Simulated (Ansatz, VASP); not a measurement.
Mo: VASP beside Ansatz

File INCAR:

```
SYSTEM = Mo
ALGO = Fast
EDIFF = 1E-6
ENCUT = 520
GGA = PS
ISIF = 2
ISMEAR = 0
LASPH = .True.
LCHARG = .True.
LELF = .True.
LREAL = .False.
LVHAR = .True.
LWAVE = .False.
NBANDS = 13
NELM = 60
PREC = Accurate
SIGMA = 0.15
```

File KPOINTS:

```
k-points
0
Gamma
  22 22 22
  0 0 0
```

Contents of POSCAR:

```
Mo
1.0
   -1.4453200000      1.4453200000      1.5710000000
    1.4453200000     -1.4453200000      1.5710000000
    1.4453200000      1.4453200000     -1.5710000000
Mo
1
Direct
    0.0000000000      0.0000000000      0.0000000000
```

Input for Ansatz:

```yaml
crystal:
  lattice:
    - [-1.44532, 1.44532, 1.571]
    - [1.44532, -1.44532, 1.571]
    - [1.44532, 1.44532, -1.571]
  atoms:
    - { symbol: Mo, position: [0.0, 0.0, 0.0] }
basis:
  ecutwfc: 420
kpoints:
  mp_grid: { grid: [22, 22, 22] }
hamiltonian:
  xc: pbesol
scf:
  occupations: { method: gaussian, width: 0.15 }
output:
  forces: true
  stress: true
  eigenvalues: true
```

Change from the starting cell: strain -0.080 along x and y, +0.000 along z, atoms carried along.

Alike in both runs: task single point; functional PBEsol; k mesh 22 × 22 × 22; occupations gaussian, width 0.15 eV; no spin polarisation.

|  | VASP | Ansatz |
| --- | --- | --- |
| version | VASP 6.6.1 | Ansatz 0.2.0 |
| potentials or method | VASP PAW PBE potentials, release 64 (Mo_sv), cutoff 520 eV | scalar-relativistic, plane waves, PAW |
| valence electrons in the cell | 14 | 14 |

Ansatz gave:

- gap on the k mesh at the Fermi level (eV): none
- pressure (GPa): 60.4
- traceless stress, the component that is largest in VASP (GPa): -21.85

Problem. What did VASP give for the same quantities?

Solution. gap on the k mesh at the Fermi level (eV): none; pressure (GPa): 61.5; traceless stress, the component that is largest in VASP (GPa): -21.83.

VASP's potentials were made for PBE, not for PBEsol. A gap of «none» marks a metal or a gap that the smearing closes. Both programs put the cell under a high pressure, so it lies far from rest at this level.

Noted on VASP's run: the cell as given lies far from equilibrium.
